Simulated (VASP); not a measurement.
Set up this calculation in VASP 6.6.1, as the native input.

```yaml
Task: single point
Functional: r2SCAN
Potentials_or_basis: VASP PAW PBE potentials, release 64 (H)
Cutoff: 520 eV
k_mesh: 6 × 6 × 4, shifted
Occupations: gaussian, width 0.02 eV
Spin: no spin polarisation
Dipole_correction: no
Further_INCAR_settings: ALGO = Normal; EDIFF = 1e-06; NBANDS = 10
```

H:

```xyz
4
Lattice="1.6485 -2.7317 0.0000 1.6485 2.7317 0.0000 0.0000 0.0000 6.3138" Properties=species:S:1:pos:R:3 pbc="T T T"
H     1.6485   -0.3705    6.3107
H     1.6485    0.3705    0.0031
H     1.6485    0.3705    3.1538
H     1.6485   -0.3705    3.1599
```

The input as run:

POSCAR

```
H
1.0
    1.6485318600     -2.7316882300      0.0000000000
    1.6485318600      2.7316882300      0.0000000000
    0.0000000000      0.0000000000      6.3137686200
H
4
Direct
    0.5678085000      0.4321915000      0.9995149500
    0.4321915000      0.5678085000      0.0004850500
    0.4321915000      0.5678085000      0.4995149500
    0.5678085000      0.4321915000      0.5004850500
```

INCAR.step1

```
ALGO = Normal ; EDIFF = 1E-4
ENCUT = 520 ; GGA = PE
ISMEAR = 0 ; LASPH = True
LCHARG = False ; LREAL = False
LWAVE = True ; NBANDS = 10
NELM = 80 ; PREC = Accurate
SIGMA = 0.02
```

INCAR.step2

```
ALGO = Normal ; EDIFF = 1E-6
ENCUT = 520 ; ISIF = 2
ISMEAR = 0 ; ISTART = 1
LASPH = True ; LCHARG = False
LMIXTAU = True ; LREAL = False
LWAVE = False ; METAGGA = R2SCAN
NBANDS = 10 ; NELM = 80
PREC = Accurate ; SIGMA = 0.02
```

KPOINTS

```
Automatic mesh
0
Gamma
  6 6 4
  0.5 0.5 0.5
```

Potentials or basis: VASP PAW PBE potentials, release 64 (H).

Command:

```console
$ cat potpaw_PBE.64/H/POTCAR > POTCAR
$ cp INCAR.step1 INCAR
$ mpirun -np 1 vasp_std > vasp.out
$ cp INCAR.step2 INCAR
$ mpirun -np 1 vasp_std > vasp.out
```

Results of the run:

```
Pressure               : 0.1 GPa
Largest force          : 0.010 eV/Å
Band gap on the k mesh : 9.42 eV
```

Caveat: the PAW data sets were made with another functional, which shifts forces and pressure a little; a shifted mesh leaves out Γ, where band edges can lie.

It took 95 s on 1 thread of AMD EPYC 7R13, with other jobs on the host, peak memory 0.13 GiB.
